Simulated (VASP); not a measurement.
# Zr (Fm-3m) in VASP: single point with PBE

Aim: the single point of Zr with PBE.

Program: VASP 6.6.1. These are calculated values, not measurements. Logs are shortened: lines on timing, memory, paths and dates and some standing lists are left out, and cuts for length are marked.

## 1. The cell of the first run

It takes space group Fm-3m (No. 225, cubic). Conventional cell: a = 4.510 Å, b = 4.510 Å, c = 4.510 Å, α = 90.00°, β = 90.00°, γ = 90.00°. Zr (site symmetry m-3m) has 12 Zr at 3.19 Å within 4.2 Å.

## 2. Single point, PBE

File INCAR:

```
SYSTEM = Zr
PREC = Accurate
ENCUT = 520
EDIFF = 1E-6
ISMEAR = -1
SIGMA = 0.05
LREAL = .FALSE.
LASPH = .TRUE.
NELM = 80
ALGO = Normal
ISIF = 2
LWAVE = .FALSE.
LCHARG = .FALSE.
GGA = PE
NBANDS = 12
```

File KPOINTS:

```
regular mesh
0
G
  16 16 16
  0 0 0
```

File POSCAR:

```
Zr
1.0
    0.0000000000      2.2550000000      2.2550000000
    2.2550000000      0.0000000000      2.2550000000
    2.2550000000      2.2550000000      0.0000000000
Zr
1
Direct
    0.0000000000      0.0000000000      0.0000000000
```

Potentials or basis: VASP PAW PBE potentials, release 64 (Zr_sv).

The run is started by

```console
$ cat potpaw_PBE.64/Zr_sv/POTCAR > POTCAR
$ mpirun -np 1 vasp_std > vasp.out
```

OUTCAR:

```text
SYSTEM = Zr
   PREC = Accurate
   ENCUT = 520
   EDIFF = 1E-6
   ISMEAR = -1
   LREAL = .FALSE.
   LASPH = .TRUE.
   NELM = 80
   ISIF = 2
   GGA = PE

 ion  position               nearest neighbor table
   1  0.000  0.000  0.000-

  LATTYP: Found a face centered cubic cell.
 ALAT       =     4.5100000000

  Lattice vectors:

 A1 = (   0.0000000000,   2.2550000000,   2.2550000000)
 A2 = (   2.2550000000,   0.0000000000,   2.2550000000)
 A3 = (   2.2550000000,   2.2550000000,   0.0000000000)

Analysis of symmetry for initial positions (statically):
=====================================================================
 Subroutine PRICEL returns:
 Original cell was already a primitive cell.

 Routine SETGRP: Setting up the symmetry group for a
 face centered cubic supercell.

 Subroutine GETGRP returns: Found 48 space group operations
 (whereof 48 operations were pure point group operations)
 out of a pool of 48 trial point group operations.

The static configuration has the point symmetry O_h .

Analysis of symmetry for dynamics (positions and initial velocities):
=====================================================================
 Subroutine PRICEL returns:
 Original cell was already a primitive cell.

 Routine SETGRP: Setting up the symmetry group for a
 face centered cubic supercell.

 Subroutine GETGRP returns: Found 48 space group operations
 (whereof 48 operations were pure point group operations)
 out of a pool of 48 trial point group operations.

The dynamic configuration has the point symmetry O_h .

 Subroutine INISYM returns: Found 48 space group operations
 (whereof 48 operations are pure point group operations),
 and found     1 'primitive' translations

----------------------------------------------------------------------------------------

                                     Primitive cell

  volume of cell :      22.9335

  direct lattice vectors                    reciprocal lattice vectors
     0.000000000  2.255000000  2.255000000    -0.221729490  0.221729490  0.221729490
     2.255000000  0.000000000  2.255000000     0.221729490 -0.221729490  0.221729490
     2.255000000  2.255000000  0.000000000     0.221729490  0.221729490 -0.221729490

  length of vectors
     3.189051583  3.189051583  3.189051583     0.384046742  0.384046742  0.384046742

  position of ions in fractional coordinates (direct lattice)
     0.000000000  0.000000000  0.000000000

  ion indices of the primitive-cell ions
   primitive index   ion index
                 1           1

----------------------------------------------------------------------------------------

 KPOINTS: regular mesh

Automatic generation of k-mesh.
 Grid dimensions read from file:
 generate k-points for:   16   16   16

 Generating k-lattice:

  Cartesian coordinates                     Fractional coordinates (reciprocal lattice)
    -0.013858093  0.013858093  0.013858093     0.062500000  0.000000000  0.000000000
     0.013858093 -0.013858093  0.013858093     0.000000000  0.062500000  0.000000000
     0.013858093  0.013858093 -0.013858093     0.000000000  0.000000000  0.062500000

  Length of vectors
     0.024002921  0.024002921  0.024002921

  Shift w.r.t. Gamma in fractional coordinates (k-lattice)
     0.000000000  0.000000000  0.000000000

 Subroutine IBZKPT returns following result:
 ===========================================

 Found    145 irreducible k-points:

 Following reciprocal coordinates:
            Coordinates               Weight
  0.000000  0.000000  0.000000      1.000000
  0.062500  0.000000  0.000000      8.000000
  0.125000  0.000000  0.000000      8.000000
  0.187500  0.000000  0.000000      8.000000
  0.250000  0.000000  0.000000      8.000000
  0.312500  0.000000  0.000000      8.000000
[... 16 lines left out ...]
 -0.125000  0.062500  0.000000     24.000000
 -0.062500  0.062500  0.000000     12.000000
 [... further k-points ...]
   k-points           NKPTS =    145   k-points in BZ     NKDIM =    145   number of bands    NBANDS=     12
   number of dos      NEDOS =    301   number of ions     NIONS =      1
   total plane-waves  NPLWV =  13824
   dimension x,y,z NGX =    24 NGY =   24 NGZ =   24
   dimension x,y,z NGXF=    48 NGYF=   48 NGZF=   48
   ions per type =               1
   NGX,Y,Z   is equivalent  to a cutoff of  12.51, 12.51, 12.51 a.u.
   NGXF,Y,Z  is equivalent  to a cutoff of  25.02, 25.02, 25.02 a.u.
 SYSTEM =  Zr
   PREC   = accura    normal or accurate (medium, high low for compatibility)
   ISTART =      0    job   : 0-new  1-cont  2-samecut
   ICHARG =      2    charge: 1-file 2-atom 10-const
   ISPIN  =      1    spin polarized calculation?
   LNONCOLLINEAR =      F non collinear calculations
   LSORBIT =      F    spin-orbit coupling
   LASPH  =      T    aspherical Exc in radial PAW
   ENCUT  =  520.0 eV  38.22 Ry    6.18 a.u.   5.93  5.93  5.93*2*pi/ulx,y,z
   NELM   =     80;   NELMIN=  2; NELMDL= -5     # of ELM steps
   EDIFF  = 0.1E-05   stopping-criterion for ELM
   LREAL  =      F    real-space projection
   EDIFFG = 0.1E-04   stopping-criterion for IOM
   NSW    =      0    number of steps for IOM
   IBRION =     -1    ionic relax: 0-MD 1-quasi-New 2-CG
   NFREE  =      0    steps in history (QN), initial steepest desc. (CG)
   ISIF   =      2    stress and relaxation
   ISYM   =      2    0-nonsym 1-usesym 2-fastsym
   POTIM  = 0.5000    time-step for ionic-motion
   TEBEG  =    0.0;   TEEND  =   0.0 temperature during run
   PSTRESS=    0.0 pullay stress
   NELECT =      12.0000    total number of electrons
   NUPDOWN=      -1.0000    fix difference up-down
   EMIN   =  10.00;   EMAX   =-10.00  energy-range for DOS
   EFERMI =   0.00;   METHOD = LEGACY
   ISMEAR =    -1;   SIGMA  =   0.05  broadening in eV -4-tet -1-fermi 0-gaus
   EFERMI_NEDOS =   21; number of points for ismear=-14 and -15
   IALGO  =     38    algorithm
   IMIX   =      4    mixing-type and parameters
     AMIX     =   0.40;   BMIX     =  1.00
     AMIX_MAG =   1.60;   BMIX_MAG =  1.00
  volume/ion in A,a.u.               =      22.93       154.76
  Fermi-wavevector in a.u.,A,eV,Ry     =   1.319204  2.492935 23.678216  1.740300
  Thomas-Fermi vector in A             =   2.449119
   LORBIT       =      0    0 simple, 1 ext, 2 COOP (PROOUT), +10 PAW based schemes
   GGA     = PE    functional components
   LHFCALC =     F    Hartree Fock is set to
   AEXX    =    0.0000 exact exchange contribution
   IVDW    =     0    specifies the selected vdW correction
   LEPSILON=     F    determine dielectric tensor
   LRPA    =     F    only Hartree local field effects (RPA)
 non-spin polarized calculation
  energy-cutoff  :      520.00
  volume of cell :       22.93
 maximum number of plane-waves:       636
   NGX = 11   NGY = 11   NGZ = 11

 number of electron      12.0000000 magnetization

 Free energy of the ion-electron system (eV)
  ---------------------------------------------------
  ext. energy  EPLUGINS =         0.00000000
  ---------------------------------------------------
  free energy    TOTEN  =        -8.48589186 eV

  energy without entropy =       -8.47188771  energy(sigma->0) =       -8.47888978

 E-fermi :   9.0603     XC(G=0): -11.1505

 val. band max:        9.0593179306   @ k =  -0.4375   0.3125   0.1250
 cond. band min:       9.0620291948   @ k =  -0.3125   0.3125   0.0625
 fundamental gap:      0.0027112642
 Fermi energy:         9.0602743316

 k-point     1 :       0.0000    0.0000    0.0000
  band No.  band energies     occupation
      1     -39.6201      2.00000
      2     -17.1155      2.00000
      3     -17.1155      2.00000
      4     -17.1155      2.00000
      5       3.4785      2.00000
      6      10.0406      0.00000
      7      10.0406      0.00000
      8      10.0406      0.00000
      9      12.4993      0.00000
     10      12.4993      0.00000
     11      19.5829      0.00000
     12      23.8142      0.00000

 k-point     2 :       0.0625    0.0000    0.0000
  band No.  band energies     occupation
      1     -39.6145      2.00000
      2     -17.1565      2.00000
      3     -17.1205      2.00000
      4     -17.1205      2.00000
      5       3.6067      2.00000
      6       9.9211      0.00000
      7      10.1011      0.00000
      8      10.1011      0.00000
      9      12.4377      0.00000
     10      12.4377      0.00000
     11      19.8598      0.00000
     12      23.2477      0.00000

 k-point     3 :       0.1250    0.0000    0.0000
  band No.  band energies     occupation
      1     -39.5985      2.00000
      2     -17.2719      2.00000
      3     -17.1348      2.00000
      4     -17.1348      2.00000
      5       3.9739      2.00000
      6       9.6234      0.00003
      7      10.2519      0.00000
      8      10.2519      0.00000
      9      12.3093      0.00000
     10      12.3093      0.00000
     11      20.5665      0.00000
     12      22.2477      0.00000
[... 286 lines left out ...]
 k-point    23 :      -0.1250    0.0625    0.0000
  band No.  band energies     occupation
      1     -39.5868      2.00000
      2     -17.3399      2.00000
      3     -17.1725      2.00000
      4     -17.1336      2.00000
      5       4.2464      2.00000
      6       9.4108      0.00180
      7      10.3476      0.00000
      8      10.3720      0.00000
      9      11.9632      0.00000
     10      12.5297      0.00000
     11      21.0467      0.00000
     12      21.9932      0.00000

 k-point    24 :      -0.0625    0.0625    0.0000
  band No.  band energies     occupation
      1     -39.6054      2.00000
      2     -17.2138      2.00000
      3     -17.1437      2.00000
      4     -17.1220      2.00000
      5       3.8150      2.00000
      6       9.7279      0.00000
      7      10.1895      0.00000
      8      10.2156      0.00000
      9      12.2090      0.00000
     10      12.4929      0.00000
     11      20.2928      0.00000
     12      22.7597      0.00000

 [... further k-points ...]
[... 5 lines left out ...]
  --------------------------------------------------------------------------------------
  -------------------------------------------------------------------------------------
  Total        0.1538852      0.1538852      0.1538852     -0.0000000     -0.0000000      0.0000000
  in kB       10.7507239     10.7507239     10.7507239     -0.0000000     -0.0000000      0.0000000
  external PRESSURE =      10.7507239 kB  Pullay stress =       0.0000000 kB

 VOLUME and BASIS-vectors are now :
 -----------------------------------------------------------------------------
  energy-cutoff  :      520.00
  volume of cell :       22.93
      direct lattice vectors                 reciprocal lattice vectors
     0.000000000  2.255000000  2.255000000    -0.221729490  0.221729490  0.221729490
     2.255000000  0.000000000  2.255000000     0.221729490 -0.221729490  0.221729490
     2.255000000  2.255000000  0.000000000     0.221729490  0.221729490 -0.221729490

 POSITION                                       TOTAL-FORCE (eV/Angst)
 -----------------------------------------------------------------------------------
      0.00000      0.00000      0.00000        -0.000000     -0.000000      0.000000
 -----------------------------------------------------------------------------------
    total drift:                                0.000000      0.000000      0.000000

  FREE ENERGIE OF THE ION-ELECTRON SYSTEM (eV)
  ---------------------------------------------------
  free  energy   TOTEN  =        -8.4858918559 eV

  energy  without entropy=       -8.4718877100  energy(sigma->0) =       -8.47888978
```

Wall time 12 s (1 thread of Intel Xeon 6975P-C, shared host); peak memory 0.16 GiB.

What came out:

```yaml
Free_energy: -8.4859 eV
Pressure: 1.1 GPa
Band_gap_on_the_k_mesh: zero (band 6 reaches 10.04 eV, above the bottom of band 7 at 8.66 eV)
```

Levels at points of the mesh, in eV from the Fermi level:
| k point | band 3 | band 4 | band 5 | band 6 | band 7 | band 8 | band 9 | band 10 |
| --- | --- | --- | --- | --- | --- | --- | --- | --- |
| (0.00, 0.00, 0.00) | -26.18 | -26.18 | -5.58 | 0.98 | 0.98 | 0.98 | 3.44 | 3.44 |
| (0.50, 0.00, 0.00) | -26.31 | -26.31 | -2.98 | 0.80 | 0.80 | 1.15 | 5.25 | 5.25 |
| (0.50, 0.50, 0.00) | -26.53 | -26.53 | -3.04 | -2.23 | 3.07 | 5.26 | 5.77 | 5.77 |
